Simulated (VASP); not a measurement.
# Nb (Fm-3m) in VASP: a series of runs

The runs below take Nb through single point, with PBEsol.

Everything below comes from runs of VASP 6.6.1. Logs are shortened: lines on timing, memory, paths and dates and some standing lists are left out, and cuts for length are marked.

## Step 1: The cell of the first run

Symmetry: Fm-3m, No. 225, cubic system. The conventional cell has a = 3.999 Å, b = 3.999 Å, c = 3.999 Å, α = 90.00°, β = 90.00°, γ = 90.00°. Within 3.7 Å of Nb (site symmetry m-3m) lie 12 Nb at 2.83 Å.

## Step 2: Single point, PBEsol (volume scaled by 0.88)

INCAR

```
SYSTEM = Nb
  ALGO = Normal
  EDIFF = 1E-7
  ENCUT = 520
  GGA = PS
  ISIF = 2
  ISMEAR = -1
  LASPH = .True.
  LCHARG = .True.
  LELF = .True.
  LREAL = .False.
  LVHAR = .True.
  LWAVE = .False.
  NBANDS = 12
  NELM = 80
  PREC = Accurate
  SIGMA = 0.1
```

KPOINTS

```
k-points
0
Gamma
  15 15 15
  0 0 0
```

POSCAR

```
Nb
1.0
    0.0000000000      1.9995202161      1.9995202161
    1.9995202161      0.0000000000      1.9995202161
    1.9995202161      1.9995202161      0.0000000000
Nb
1
Direct
    0.0000000000      0.0000000000      0.0000000000
```

Potentials or basis: VASP PAW PBE potentials, release 64 (Nb_sv).

Run with:

```sh
$ cat potpaw_PBE.64/Nb_sv/POTCAR > POTCAR
$ mpirun -np 1 vasp_std > vasp.out
```

OUTCAR:

```text
SYSTEM = Nb
   EDIFF = 1E-7
   ENCUT = 520
   GGA = PS
   ISIF = 2
   ISMEAR = -1
   LASPH = .True.
   LREAL = .False.
   NELM = 80
   PREC = Accurate

 ion  position               nearest neighbor table
   1  0.000  0.000  0.000-

  LATTYP: Found a face centered cubic cell.
 ALAT       =     3.9990404322

  Lattice vectors:

 A1 = (   0.0000000000,   1.9995202161,   1.9995202161)
 A2 = (   1.9995202161,   0.0000000000,   1.9995202161)
 A3 = (   1.9995202161,   1.9995202161,   0.0000000000)

Analysis of symmetry for initial positions (statically):
=====================================================================
 Subroutine PRICEL returns:
 Original cell was already a primitive cell.

 Routine SETGRP: Setting up the symmetry group for a
 face centered cubic supercell.

 Subroutine GETGRP returns: Found 48 space group operations
 (whereof 48 operations were pure point group operations)
 out of a pool of 48 trial point group operations.

The static configuration has the point symmetry O_h .

Analysis of symmetry for dynamics (positions and initial velocities):
=====================================================================
 Subroutine PRICEL returns:
 Original cell was already a primitive cell.

 Routine SETGRP: Setting up the symmetry group for a
 face centered cubic supercell.

 Subroutine GETGRP returns: Found 48 space group operations
 (whereof 48 operations were pure point group operations)
 out of a pool of 48 trial point group operations.

The dynamic configuration has the point symmetry O_h .

 Subroutine INISYM returns: Found 48 space group operations
 (whereof 48 operations are pure point group operations),
 and found     1 'primitive' translations

----------------------------------------------------------------------------------------

                                     Primitive cell

  volume of cell :      15.9885

  direct lattice vectors                    reciprocal lattice vectors
     0.000000000  1.999520216  1.999520216    -0.250059987  0.250059987  0.250059987
     1.999520216  0.000000000  1.999520216     0.250059987 -0.250059987  0.250059987
     1.999520216  1.999520216  0.000000000     0.250059987  0.250059987 -0.250059987

  length of vectors
     2.827748608  2.827748608  2.827748608     0.433116603  0.433116603  0.433116603

  position of ions in fractional coordinates (direct lattice)
     0.000000000  0.000000000  0.000000000

  ion indices of the primitive-cell ions
   primitive index   ion index
                 1           1

----------------------------------------------------------------------------------------

 KPOINTS: k-points

Automatic generation of k-mesh.
 Grid dimensions read from file:
 generate k-points for:   15   15   15

 Generating k-lattice:

  Cartesian coordinates                     Fractional coordinates (reciprocal lattice)
    -0.016670666  0.016670666  0.016670666     0.066666667  0.000000000  0.000000000
     0.016670666 -0.016670666  0.016670666     0.000000000  0.066666667  0.000000000
     0.016670666  0.016670666 -0.016670666     0.000000000  0.000000000  0.066666667

  Length of vectors
     0.028874440  0.028874440  0.028874440

  Shift w.r.t. Gamma in fractional coordinates (k-lattice)
     0.000000000  0.000000000  0.000000000

 Subroutine IBZKPT returns following result:
 ===========================================

 Found    120 irreducible k-points:

 Following reciprocal coordinates:
            Coordinates               Weight
  0.000000  0.000000  0.000000      1.000000
  0.066667  0.000000  0.000000      8.000000
  0.133333  0.000000  0.000000      8.000000
  0.200000  0.000000  0.000000      8.000000
  0.266667  0.000000  0.000000      8.000000
  0.333333  0.000000  0.000000      8.000000
[... 16 lines left out ...]
  0.133333  0.133333  0.000000      6.000000
  0.200000  0.133333  0.000000     24.000000
 [... further k-points ...]
   k-points           NKPTS =    120   k-points in BZ     NKDIM =    120   number of bands    NBANDS=     12
   number of dos      NEDOS =    301   number of ions     NIONS =      1
   total plane-waves  NPLWV =  13824
   dimension x,y,z NGX =    24 NGY =   24 NGZ =   24
   dimension x,y,z NGXF=    48 NGYF=   48 NGZF=   48
   ions per type =               1
   NGX,Y,Z   is equivalent  to a cutoff of  14.11, 14.11, 14.11 a.u.
   NGXF,Y,Z  is equivalent  to a cutoff of  28.22, 28.22, 28.22 a.u.
 SYSTEM =  Nb
   PREC   = accura    normal or accurate (medium, high low for compatibility)
   ISTART =      0    job   : 0-new  1-cont  2-samecut
   ICHARG =      2    charge: 1-file 2-atom 10-const
   ISPIN  =      1    spin polarized calculation?
   LNONCOLLINEAR =      F non collinear calculations
   LSORBIT =      F    spin-orbit coupling
   LASPH  =      T    aspherical Exc in radial PAW
   ENCUT  =  520.0 eV  38.22 Ry    6.18 a.u.   5.26  5.26  5.26*2*pi/ulx,y,z
   NELM   =     80;   NELMIN=  2; NELMDL= -5     # of ELM steps
   EDIFF  = 0.1E-06   stopping-criterion for ELM
   LREAL  =      F    real-space projection
   EDIFFG = 0.1E-05   stopping-criterion for IOM
   NSW    =      0    number of steps for IOM
   IBRION =     -1    ionic relax: 0-MD 1-quasi-New 2-CG
   NFREE  =      0    steps in history (QN), initial steepest desc. (CG)
   ISIF   =      2    stress and relaxation
   ISYM   =      2    0-nonsym 1-usesym 2-fastsym
   POTIM  = 0.5000    time-step for ionic-motion
   TEBEG  =    0.0;   TEEND  =   0.0 temperature during run
   PSTRESS=    0.0 pullay stress
   NELECT =      13.0000    total number of electrons
   NUPDOWN=      -1.0000    fix difference up-down
   EMIN   =  10.00;   EMAX   =-10.00  energy-range for DOS
   EFERMI =   0.00;   METHOD = LEGACY
   ISMEAR =    -1;   SIGMA  =   0.10  broadening in eV -4-tet -1-fermi 0-gaus
   EFERMI_NEDOS =   21; number of points for ismear=-14 and -15
   IALGO  =     38    algorithm
   IMIX   =      4    mixing-type and parameters
     AMIX     =   0.40;   BMIX     =  1.00
     AMIX_MAG =   1.60;   BMIX_MAG =  1.00
  volume/ion in A,a.u.               =      15.99       107.90
  Fermi-wavevector in a.u.,A,eV,Ry     =   1.527989  2.887480 31.766196  2.334750
  Thomas-Fermi vector in A             =   2.635809
   LORBIT       =      0    0 simple, 1 ext, 2 COOP (PROOUT), +10 PAW based schemes
   GGA     = PS    functional components
   LHFCALC =     F    Hartree Fock is set to
   AEXX    =    0.0000 exact exchange contribution
   IVDW    =     0    specifies the selected vdW correction
   LEPSILON=     F    determine dielectric tensor
   LRPA    =     F    only Hartree local field effects (RPA)
 non-spin polarized calculation
  energy-cutoff  :      520.00
  volume of cell :       15.99
 maximum number of plane-waves:       444
 NGX is ok and might be reduce to    24
   NGX = 11   NGY = 11   NGZ = 11

 number of electron      13.0000001 magnetization

 Free energy of the ion-electron system (eV)
  ---------------------------------------------------
  ext. energy  EPLUGINS =         0.00000000
  ---------------------------------------------------
  free energy    TOTEN  =       -10.46660618 eV

  energy without entropy =      -10.42373809  energy(sigma->0) =      -10.44517213

 E-fermi :  13.2223     XC(G=0): -13.2597

 val. band max:       13.2104316918   @ k =  -0.3333   0.1333   0.0000
 cond. band min:      13.2616156524   @ k =  -0.3333   0.2000   0.0667
 fundamental gap:      0.0511839606
 Fermi energy:        13.2222956325

 k-point     1 :       0.0000    0.0000    0.0000
  band No.  band energies     occupation
      1     -41.3644      2.00000
      2     -16.3776      2.00000
      3     -16.3776      2.00000
      4     -16.3776      2.00000
      5       6.6393      2.00000
      6      13.1711      1.25065
      7      13.1711      1.25065
      8      13.1711      1.25065
      9      16.4082      0.00000
     10      16.4082      0.00000
     11      25.1628      0.00000
     12      30.6447      0.00000

 k-point     2 :       0.0667    0.0000    0.0000
  band No.  band energies     occupation
      1     -41.3489      2.00000
      2     -16.4712      2.00000
      3     -16.3886      2.00000
      4     -16.3886      2.00000
      5       6.8405      2.00000
      6      13.0093      1.78761
      7      13.2644      0.79240
      8      13.2644      0.79240
      9      16.3134      0.00000
     10      16.3134      0.00000
     11      25.5771      0.00000
     12      29.9024      0.00000

 k-point     3 :       0.1333    0.0000    0.0000
  band No.  band energies     occupation
      1     -41.3048      2.00000
      2     -16.7308      2.00000
      3     -16.4196      2.00000
      4     -16.4196      2.00000
      5       7.3941      2.00000
      6      12.6403      1.99408
      7      13.4887      0.13028
      8      13.4887      0.13028
      9      16.1299      0.00000
     10      16.1299      0.00000
     11      26.5892      0.00000
     12      28.6705      0.00000
[... 286 lines left out ...]
 k-point    23 :       0.1333    0.1333    0.0000
  band No.  band energies     occupation
      1     -41.2850      2.00000
      2     -16.7199      2.00000
      3     -16.4967      2.00000
      4     -16.4967      2.00000
      5       7.6476      2.00000
      6      12.1676      1.99995
      7      13.8294      0.00461
      8      13.8294      0.00461
      9      15.1812      0.00000
     10      16.7493      0.00000
     11      27.2334      0.00000
     12      29.7485      0.00000

 k-point    24 :       0.2000    0.1333    0.0000
  band No.  band energies     occupation
      1     -41.2361      2.00000
      2     -16.9605      2.00000
      3     -16.5561      2.00000
      4     -16.5398      2.00000
      5       8.2255      2.00000
      6      11.7607      2.00000
      7      13.9728      0.00110
      8      14.1489      0.00019
      9      14.9602      0.00000
     10      16.9176      0.00000
     11      28.3041      0.00000
     12      29.1234      0.00000

 [... further k-points ...]

------------------------ aborting loop because EDIFF is reached ----------------------------------------

  FORCE on cell =-STRESS in cart. coord.  units (eV):
  Direction    XX          YY          ZZ          XY          YZ          ZX
  --------------------------------------------------------------------------------------
  -------------------------------------------------------------------------------------
  Total        2.6896055      2.6896055      2.6896055      0.0000000      0.0000000     -0.0000000
  in kB      269.5204768    269.5204768    269.5204768      0.0000000      0.0000000     -0.0000000
  external PRESSURE =     269.5204768 kB  Pullay stress =       0.0000000 kB

 VOLUME and BASIS-vectors are now :
 -----------------------------------------------------------------------------
  energy-cutoff  :      520.00
  volume of cell :       15.99
      direct lattice vectors                 reciprocal lattice vectors
     0.000000000  1.999520216  1.999520216    -0.250059987  0.250059987  0.250059987
     1.999520216  0.000000000  1.999520216     0.250059987 -0.250059987  0.250059987
     1.999520216  1.999520216  0.000000000     0.250059987  0.250059987 -0.250059987

 POSITION                                       TOTAL-FORCE (eV/Angst)
 -----------------------------------------------------------------------------------
      0.00000      0.00000      0.00000         0.000000     -0.000000      0.000000
 -----------------------------------------------------------------------------------
    total drift:                               -0.000000     -0.000000     -0.000000

  FREE ENERGIE OF THE ION-ELECTRON SYSTEM (eV)
  ---------------------------------------------------
  free  energy   TOTEN  =       -10.4666061785 eV

  energy  without entropy=      -10.4237380854  energy(sigma->0) =      -10.44517213
```

It took 39 s on 1 thread of AMD EPYC 7R43 (Zen 3), shared host; peak memory 0.11 GiB.

Results:

| Property | Result |
| --- | --- |
| Free energy | -10.4666 eV |
| Pressure | 27.0 GPa |

Caveat: the PAW data sets were made with another functional, which shifts forces and pressure a little.

## Step 3: Single point, PBEsol (volume scaled by 0.92)

INCAR

```
ALGO = Normal
EDIFF = 1E-6
ENCUT = 520
GGA = PS
ISIF = 2
ISMEAR = -1
LASPH = T
LCHARG = F
LREAL = F
LWAVE = F
NBANDS = 12
NELM = 100
PREC = Accurate
SIGMA = 0.1
```

KPOINTS

```
k-points
0
Gamma
  15 15 15
```

POSCAR

```
Nb
1.0
    0.0000000000      2.0293682019      2.0293682019
    2.0293682019      0.0000000000      2.0293682019
    2.0293682019      2.0293682019      0.0000000000
Nb
1
Direct
    0.0000000000      0.0000000000      0.0000000000
```

Potentials or basis: VASP PAW PBE potentials, release 64 (Nb_sv).

Run with:

```sh
$ cat potpaw_PBE.64/Nb_sv/POTCAR > POTCAR
$ mpirun -np 1 vasp_std > vasp.out
```

OUTCAR:

```text
EDIFF = 1E-6
   ENCUT = 520
   GGA = PS
   ISIF = 2
   ISMEAR = -1
   LASPH = T
   LREAL = F
   NELM = 100
   PREC = Accurate

 ion  position               nearest neighbor table
   1  0.000  0.000  0.000-

  LATTYP: Found a face centered cubic cell.
 ALAT       =     4.0587364038

  Lattice vectors:

 A1 = (   0.0000000000,   2.0293682019,   2.0293682019)
 A2 = (   2.0293682019,   0.0000000000,   2.0293682019)
 A3 = (   2.0293682019,   2.0293682019,   0.0000000000)

[... 537 lines left out ...]
     12      28.1583      0.00000

 [... further k-points ...]

------------------------ aborting loop because EDIFF is reached ----------------------------------------

  FORCE on cell =-STRESS in cart. coord.  units (eV):
  Direction    XX          YY          ZZ          XY          YZ          ZX
  --------------------------------------------------------------------------------------
  -------------------------------------------------------------------------------------
  Total        1.6696582      1.6696582      1.6696582      0.0000000      0.0000000     -0.0000000
  in kB      160.0389176    160.0389176    160.0389176      0.0000000      0.0000000     -0.0000000
  external PRESSURE =     160.0389176 kB  Pullay stress =       0.0000000 kB

 VOLUME and BASIS-vectors are now :
 -----------------------------------------------------------------------------
  energy-cutoff  :      520.00
  volume of cell :       16.72
      direct lattice vectors                 reciprocal lattice vectors
     0.000000000  2.029368202  2.029368202    -0.246382100  0.246382100  0.246382100
     2.029368202  0.000000000  2.029368202     0.246382100 -0.246382100  0.246382100
     2.029368202  2.029368202  0.000000000     0.246382100  0.246382100 -0.246382100

 POSITION                                       TOTAL-FORCE (eV/Angst)
 -----------------------------------------------------------------------------------
      0.00000      0.00000      0.00000         0.000000     -0.000000      0.000000
 -----------------------------------------------------------------------------------
    total drift:                               -0.000000     -0.000000     -0.000000

  FREE ENERGIE OF THE ION-ELECTRON SYSTEM (eV)
  ---------------------------------------------------
  free  energy   TOTEN  =       -10.5639731333 eV

  energy  without entropy=      -10.5193167664  energy(sigma->0) =      -10.54164495
```

OSZICAR:

```text
N       E                     dE             d eps       ncg     rms          rms(c)
DAV:   1     0.117173326966E+03    0.11717E+03   -0.73504E+03  2888   0.109E+03
DAV:   2    -0.630505524907E+01   -0.12348E+03   -0.11915E+03  3104   0.394E+02
DAV:   3    -0.107212142126E+02   -0.44162E+01   -0.41927E+01  4208   0.651E+01
DAV:   4    -0.109743073061E+02   -0.25309E+00   -0.25127E+00  3920   0.141E+01
DAV:   5    -0.109866309309E+02   -0.12324E-01   -0.12320E-01  4320   0.267E+00    0.805E+00
DAV:   6    -0.106057054639E+02    0.38093E+00   -0.58748E-01  4564   0.972E+00    0.295E+00
DAV:   7    -0.105587384057E+02    0.46967E-01   -0.19330E-01  4748   0.551E+00    0.987E-01
DAV:   8    -0.105638931652E+02   -0.51548E-02   -0.14503E-02  3376   0.158E+00    0.302E-02
DAV:   9    -0.105639568192E+02   -0.63654E-04   -0.95697E-04  4744   0.291E-01    0.456E-02
DAV:  10    -0.105639755701E+02   -0.18751E-04   -0.19191E-05  3424   0.542E-02    0.213E-02
DAV:  11    -0.105639731539E+02    0.24162E-05   -0.11074E-05  3756   0.582E-02    0.316E-03
DAV:  12    -0.105639731333E+02    0.20506E-07   -0.79888E-07  2928   0.651E-03
   1 F= -.10563973E+02 E0= -.10541645E+02  d E =-.446564E-01
```

Run time: 42 s. Hardware: 1 thread of AMD EPYC 7R43 (Zen 3), shared host; peak memory 0.11 GiB.

Results:

* Free energy: -10.5640 eV
* Pressure: 16.0 GPa

Caveat: the PAW data sets were made with another functional, which shifts forces and pressure a little.
